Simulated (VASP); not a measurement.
# PbSe (Fm-3m) in VASP: further runs

The runs below take PbSe through single point, relaxation of cell and atoms, with PBEsol.

Everything below comes from runs of VASP 6.6.1. Logs are shortened: lines on timing, memory, paths and dates and some standing lists are left out, and cuts for length are marked.

**1. The cell of the first run**

Symmetry: Fm-3m, No. 225, cubic system. Conventional cell: a = 6.067 Å, b = 6.067 Å, c = 6.067 Å, α = 90.00°, β = 90.00°, γ = 90.00°. Pb (site symmetry m-3m) has 6 Se at 3.03 Å within 4.0 Å. Within 4.0 Å of Se (site symmetry m-3m) lie 6 Pb at 3.03 Å.

**2. Single point, PBEsol**

File INCAR:

```
PREC     = Accurate       # precision mode
ENCUT    = 520            # plane-wave cutoff, eV
EDIFF    = 1E-7           # SCF threshold, eV
ISMEAR   = 0              # smearing method
SIGMA    = 0.01           # smearing width, eV
LREAL    = F              # projectors in reciprocal space
LASPH    = T              # aspherical terms in the spheres
NELM     = 80             # most SCF steps
ALGO     = Normal         # electronic algorithm
ISIF     = 2              # what is computed and relaxed
LWAVE    = F              # write WAVECAR
LCHARG   = F              # write CHGCAR
GGA      = PS             # functional
NBANDS   = 17             # bands
```

File KPOINTS:

```
Automatic mesh
0
Gamma
  14 14 14
```

File POSCAR:

```
PbSe
1.0
    0.0000000000      3.0337312609      3.0337312609
    3.0337312609      0.0000000000      3.0337312609
    3.0337312609      3.0337312609      0.0000000000
Pb Se
1 1
Direct
    0.0000000000      0.0000000000      0.0000000000
    0.5000000000      0.5000000000      0.5000000000
```

Potentials or basis: VASP PAW PBE potentials, release 64 (Pb_d, Se).

On the command line:

```
> cat potpaw_PBE.64/Pb_d/POTCAR potpaw_PBE.64/Se/POTCAR > POTCAR
> mpirun -np 1 vasp_std > vasp.out
```

OUTCAR:

```text
PREC = Accurate
   ENCUT = 520
   EDIFF = 1E-7
   ISMEAR = 0
   LREAL = F
   LASPH = T
   NELM = 80
   ISIF = 2
   GGA = PS

 ion  position               nearest neighbor table
   1  0.000  0.000  0.000-   2 3.03   2 3.03   2 3.03   2 3.03   2 3.03   2 3.03
   2  0.500  0.500  0.500-   1 3.03   1 3.03   1 3.03   1 3.03   1 3.03   1 3.03

  LATTYP: Found a face centered cubic cell.
 ALAT       =     6.0674625218

  Lattice vectors:

 A1 = (   0.0000000000,   3.0337312609,   3.0337312609)
 A2 = (   3.0337312609,   0.0000000000,   3.0337312609)
 A3 = (   3.0337312609,   3.0337312609,   0.0000000000)

Analysis of symmetry for initial positions (statically):
=====================================================================
 Subroutine PRICEL returns:
 Original cell was already a primitive cell.

 Routine SETGRP: Setting up the symmetry group for a
 face centered cubic supercell.

 Subroutine GETGRP returns: Found 48 space group operations
 (whereof 48 operations were pure point group operations)
 out of a pool of 48 trial point group operations.

The static configuration has the point symmetry O_h .

Analysis of symmetry for dynamics (positions and initial velocities):
=====================================================================
 Subroutine PRICEL returns:
 Original cell was already a primitive cell.

 Routine SETGRP: Setting up the symmetry group for a
 face centered cubic supercell.

 Subroutine GETGRP returns: Found 48 space group operations
 (whereof 48 operations were pure point group operations)
 out of a pool of 48 trial point group operations.

The dynamic configuration has the point symmetry O_h .

 Subroutine INISYM returns: Found 48 space group operations
 (whereof 48 operations are pure point group operations),
 and found     1 'primitive' translations

----------------------------------------------------------------------------------------

                                     Primitive cell

  volume of cell :      55.8420

  direct lattice vectors                    reciprocal lattice vectors
     0.000000000  3.033731261  3.033731261    -0.164813544  0.164813544  0.164813544
     3.033731261  0.000000000  3.033731261     0.164813544 -0.164813544  0.164813544
     3.033731261  3.033731261  0.000000000     0.164813544  0.164813544 -0.164813544

  length of vectors
     4.290343894  4.290343894  4.290343894     0.285465432  0.285465432  0.285465432

[... 79 lines left out ...]
   NELM   =     80;   NELMIN=  2; NELMDL= -5     # of ELM steps
   EDIFF  = 0.1E-06   stopping-criterion for ELM
   LREAL  =      F    real-space projection
   EDIFFG = 0.1E-05   stopping-criterion for IOM
   NSW    =      0    number of steps for IOM
   IBRION =     -1    ionic relax: 0-MD 1-quasi-New 2-CG
   NFREE  =      0    steps in history (QN), initial steepest desc. (CG)
   ISIF   =      2    stress and relaxation
   ISYM   =      2    0-nonsym 1-usesym 2-fastsym
   POTIM  = 0.5000    time-step for ionic-motion
   TEBEG  =    0.0;   TEEND  =   0.0 temperature during run
   PSTRESS=    0.0 pullay stress
   NELECT =      20.0000    total number of electrons
   NUPDOWN=      -1.0000    fix difference up-down
   EMIN   =  10.00;   EMAX   =-10.00  energy-range for DOS
   EFERMI =   0.00;   METHOD = LEGACY
   ISMEAR =     0;   SIGMA  =   0.01  broadening in eV -4-tet -1-fermi 0-gaus
   EFERMI_NEDOS =   21; number of points for ismear=-14 and -15
   IALGO  =     38    algorithm
   IMIX   =      4    mixing-type and parameters
     AMIX     =   0.40;   BMIX     =  1.00
     AMIX_MAG =   1.60;   BMIX_MAG =  1.00
  volume/ion in A,a.u.               =      27.92       188.42
  Fermi-wavevector in a.u.,A,eV,Ry     =   1.162602  2.196999 18.390224  1.351643
  Thomas-Fermi vector in A             =   2.299161
   LORBIT       =      0    0 simple, 1 ext, 2 COOP (PROOUT), +10 PAW based schemes
   GGA     = PS    functional components
   LHFCALC =     F    Hartree Fock is set to
   AEXX    =    0.0000 exact exchange contribution
   IVDW    =     0    specifies the selected vdW correction
   LEPSILON=     F    determine dielectric tensor
   LRPA    =     F    only Hartree local field effects (RPA)
 non-spin polarized calculation
 Gauss-broadening in eV      SIGMA  =   0.01
  energy-cutoff  :      520.00
  volume of cell :       55.84
 maximum number of plane-waves:      1524
   NGX = 15   NGY = 15   NGZ = 15

 number of electron      20.0000006 magnetization

 Free energy of the ion-electron system (eV)
  ---------------------------------------------------
  ext. energy  EPLUGINS =         0.00000000
  ---------------------------------------------------
  free energy    TOTEN  =        -8.91308031 eV

  energy without entropy =       -8.91308031  energy(sigma->0) =       -8.91308031

 E-fermi :   5.3339     XC(G=0):  -9.8409

 val. band max:        5.2682373704   @ k =   0.5000   0.0000   0.0000
 cond. band min:       5.3780568841   @ k =   0.5000   0.0000   0.0000
 fundamental gap:      0.1098195138
 Fermi energy:         5.3339487952

 k-point     1 :       0.0000    0.0000    0.0000
  band No.  band energies     occupation
      1     -11.5494      2.00000
      2     -11.5494      2.00000
      3     -11.5494      2.00000
      4     -11.5492      2.00000
      5     -11.5492      2.00000
      6      -8.5920      2.00000
[... 457 lines left out ...]
      4     -11.5309      2.00000
      5     -11.5244      2.00000
      6      -8.0189      2.00000
[... 9 lines left out ...]
     16      14.0238      0.00000
     17      15.7085      0.00000

 [... further k-points ...]

------------------------ aborting loop because EDIFF is reached ----------------------------------------

  FORCE on cell =-STRESS in cart. coord.  units (eV):
  Direction    XX          YY          ZZ          XY          YZ          ZX
  --------------------------------------------------------------------------------------
  -------------------------------------------------------------------------------------
  Total        0.3435121      0.3435121      0.3435121      0.0000000      0.0000000     -0.0000000
  in kB        9.8557868      9.8557868      9.8557868      0.0000000      0.0000000     -0.0000000
  external PRESSURE =       9.8557868 kB  Pullay stress =       0.0000000 kB

 VOLUME and BASIS-vectors are now :
 -----------------------------------------------------------------------------
  energy-cutoff  :      520.00
  volume of cell :       55.84
      direct lattice vectors                 reciprocal lattice vectors
     0.000000000  3.033731261  3.033731261    -0.164813544  0.164813544  0.164813544
     3.033731261  0.000000000  3.033731261     0.164813544 -0.164813544  0.164813544
     3.033731261  3.033731261  0.000000000     0.164813544  0.164813544 -0.164813544

 POSITION                                       TOTAL-FORCE (eV/Angst)
 -----------------------------------------------------------------------------------
      0.00000      0.00000      0.00000        -0.000000      0.000000     -0.000000
      3.03373      3.03373      3.03373         0.000000     -0.000000      0.000000
 -----------------------------------------------------------------------------------
    total drift:                                0.000000     -0.000000     -0.000000

  FREE ENERGIE OF THE ION-ELECTRON SYSTEM (eV)
  ---------------------------------------------------
  free  energy   TOTEN  =        -8.9130803089 eV

  energy  without entropy=       -8.9130803089  energy(sigma->0) =       -8.91308031
```

OSZICAR:

```text
N       E                     dE             d eps       ncg     rms          rms(c)
DAV:   1     0.159387702609E+03    0.15939E+03   -0.95673E+03  3544   0.121E+03
DAV:   2     0.254491540123E+01   -0.15684E+03   -0.15121E+03  3780   0.314E+02
DAV:   3    -0.888714343553E+01   -0.11432E+02   -0.11233E+02  4517   0.894E+01
DAV:   4    -0.915641633751E+01   -0.26927E+00   -0.26904E+00  4380   0.149E+01
DAV:   5    -0.916467196934E+01   -0.82556E-02   -0.82551E-02  4922   0.263E+00    0.272E+00
DAV:   6    -0.892038190684E+01    0.24429E+00   -0.58518E-01  5553   0.574E+00    0.156E+00
DAV:   7    -0.891272996612E+01    0.76519E-02   -0.98239E-02  4344   0.161E+00    0.807E-01
DAV:   8    -0.891335301974E+01   -0.62305E-03   -0.95224E-03  4461   0.108E+00    0.115E-01
DAV:   9    -0.891306540787E+01    0.28761E-03   -0.19805E-03  5492   0.433E-01    0.436E-02
DAV:  10    -0.891308154996E+01   -0.16142E-04   -0.13773E-04  4186   0.696E-02    0.155E-02
DAV:  11    -0.891308037996E+01    0.11700E-05   -0.30099E-05  4977   0.552E-02    0.624E-03
DAV:  12    -0.891308030647E+01    0.73494E-07   -0.19128E-06  4788   0.139E-02    0.140E-03
DAV:  13    -0.891308030887E+01   -0.23972E-08   -0.54710E-08  2853   0.329E-03
   1 F= -.89130803E+01 E0= -.89130803E+01  d E =-.292280E-13
```

stdout:

```text
POSCAR found type information on POSCAR PbSe
 POSCAR found :  2 types and       2 ions
 scaLAPACK will be used
 -----------------------------------------------------------------------------
|                                                                             |
|                                                                             |
|     You enforced a specific xc type in the INCAR file but a different       |
|     I HOPE YOU KNOW WHAT YOU ARE DOING!                                     |
|                                                                             |
 -----------------------------------------------------------------------------

 LDA part: xc-table for (Slater+PW92), standard interpolation
 POSCAR, INCAR and KPOINTS ok, starting setup
 FFT: planning ... GRIDC
 FFT: planning ... GRID_SOFT
 FFT: planning ... GRID
 WAVECAR not read
 entering main loop
```

Run time: 36 s. Hardware: 1 thread of Intel Xeon Platinum 8559C (Emerald Rapids), shared host; peak memory 0.24 GiB.

Results:

```yaml
Free_energy: -8.9131 eV
Pressure: 1.0 GPa
Band_gap_on_the_k_mesh: 0.11 eV
```

Caveat: the PAW data sets were made with another functional, which shifts forces and pressure a little; spin-orbit coupling is left out, which moves the levels of the heavy elements.

**3. Single point, PBEsol**

This run uses another cell than the first one, of 28.41 Å³/atom.

File INCAR:

```
SYSTEM = PbSe
PREC = Accurate
ENCUT = 520
EDIFF = 1E-7
ISMEAR = -1
SIGMA = 0.08
LREAL = .FALSE.
LASPH = .TRUE.
NELM = 60
ALGO = Normal
ISIF = 2
LWAVE = .FALSE.
LCHARG = .FALSE.
GGA = PS
NBANDS = 17
```

File KPOINTS:

```
Automatic mesh
0
G
  14 14 14
  0 0 0
```

File POSCAR:

```
PbSe
1.0
    0.0000000000      3.0514615378      3.0514615378
    3.0514615378      0.0000000000      3.0514615378
    3.0514615378      3.0514615378      0.0000000000
Pb Se
1 1
Direct
    0.0000000000      0.0000000000      0.0000000000
    0.5000000000      0.5000000000      0.5000000000
```

Potentials or basis: VASP PAW PBE potentials, release 64 (Pb_d, Se).

On the command line:

```
> cat potpaw_PBE.64/Pb_d/POTCAR potpaw_PBE.64/Se/POTCAR > POTCAR
> mpirun -np 1 vasp_std > vasp.out
```

OUTCAR:

```text
SYSTEM = PbSe
   PREC = Accurate
   ENCUT = 520
   EDIFF = 1E-7
   ISMEAR = -1
   LREAL = .FALSE.
   LASPH = .TRUE.
   NELM = 60
   ISIF = 2
   GGA = PS

 ion  position               nearest neighbor table
   1  0.000  0.000  0.000-   2 3.05   2 3.05   2 3.05   2 3.05   2 3.05   2 3.05
   2  0.500  0.500  0.500-   1 3.05   1 3.05   1 3.05   1 3.05   1 3.05   1 3.05

  LATTYP: Found a face centered cubic cell.
 ALAT       =     6.1029230756

  Lattice vectors:

 A1 = (   0.0000000000,   3.0514615378,   3.0514615378)
 A2 = (   3.0514615378,   0.0000000000,   3.0514615378)
 A3 = (   3.0514615378,   3.0514615378,   0.0000000000)

Analysis of symmetry for initial positions (statically):
=====================================================================
 Subroutine PRICEL returns:
 Original cell was already a primitive cell.

 Routine SETGRP: Setting up the symmetry group for a
 face centered cubic supercell.

 Subroutine GETGRP returns: Found 48 space group operations
 (whereof 48 operations were pure point group operations)
 out of a pool of 48 trial point group operations.

[... 158 lines left out ...]

  energy without entropy =       -8.91605248  energy(sigma->0) =       -8.91630677

 E-fermi :   5.1243     XC(G=0):  -9.7604

 val. band max:        5.0304912155   @ k =   0.5000   0.0000   0.0000
 cond. band min:       5.2022576667   @ k =   0.5000   0.0000   0.0000
 fundamental gap:      0.1717664512
 Fermi energy:         5.1242554084

 k-point     1 :       0.0000    0.0000    0.0000
  band No.  band energies     occupation
      1     -11.7385      2.00000
      2     -11.7385      2.00000
      3     -11.7385      2.00000
      4     -11.7373      2.00000
      5     -11.7373      2.00000
      6      -8.6604      2.00000
[... 457 lines left out ...]
      4     -11.7211      2.00000
      5     -11.7149      2.00000
      6      -8.1074      2.00000
[... 9 lines left out ...]
     16      13.8074      0.00000
     17      15.4004      0.00000

 [... further k-points ...]

------------------------ aborting loop because EDIFF is reached ----------------------------------------

  FORCE on cell =-STRESS in cart. coord.  units (eV):
  Direction    XX          YY          ZZ          XY          YZ          ZX
  --------------------------------------------------------------------------------------
  -------------------------------------------------------------------------------------
  Total       -0.0011437     -0.0011437     -0.0011437      0.0000000      0.0000000      0.0000000
  in kB       -0.0322451     -0.0322451     -0.0322451      0.0000000      0.0000000      0.0000000
  external PRESSURE =      -0.0322451 kB  Pullay stress =       0.0000000 kB

 VOLUME and BASIS-vectors are now :
 -----------------------------------------------------------------------------
  energy-cutoff  :      520.00
  volume of cell :       56.83
      direct lattice vectors                 reciprocal lattice vectors
     0.000000000  3.051461538  3.051461538    -0.163855908  0.163855908  0.163855908
     3.051461538  0.000000000  3.051461538     0.163855908 -0.163855908  0.163855908
     3.051461538  3.051461538  0.000000000     0.163855908  0.163855908 -0.163855908

 POSITION                                       TOTAL-FORCE (eV/Angst)
 -----------------------------------------------------------------------------------
      0.00000      0.00000      0.00000        -0.000000      0.000000     -0.000000
      3.05146      3.05146      3.05146         0.000000     -0.000000      0.000000
 -----------------------------------------------------------------------------------
    total drift:                                0.000000     -0.000000     -0.000000

  FREE ENERGIE OF THE ION-ELECTRON SYSTEM (eV)
  ---------------------------------------------------
  free  energy   TOTEN  =        -8.9165610513 eV

  energy  without entropy=       -8.9160524813  energy(sigma->0) =       -8.91630677
```

stdout:

```text
POSCAR found type information on POSCAR PbSe
 POSCAR found :  2 types and       2 ions
 scaLAPACK will be used
 -----------------------------------------------------------------------------
|                                                                             |
|                                                                             |
|     You enforced a specific xc type in the INCAR file but a different       |
|     I HOPE YOU KNOW WHAT YOU ARE DOING!                                     |
|                                                                             |
 -----------------------------------------------------------------------------

 LDA part: xc-table for (Slater+PW92), standard interpolation
 POSCAR, INCAR and KPOINTS ok, starting setup
 FFT: planning ... GRIDC
 FFT: planning ... GRID_SOFT
 FFT: planning ... GRID
 WAVECAR not read
 entering main loop
```

It took 41 s on 1 thread of Intel Xeon Platinum 8559C (Emerald Rapids), shared host; peak memory 0.24 GiB.

What came out:

| Property | Result |
| --- | --- |
| Free energy | -8.9166 eV |
| Pressure | 0.0 GPa |
| Band gap on the k mesh | 0.17 eV |

Caveat: the PAW data sets were made with another functional, which shifts forces and pressure a little; spin-orbit coupling is left out, which moves the levels of the heavy elements. A k mesh can miss the band edges.

(Part 1 of 2 ends here.)
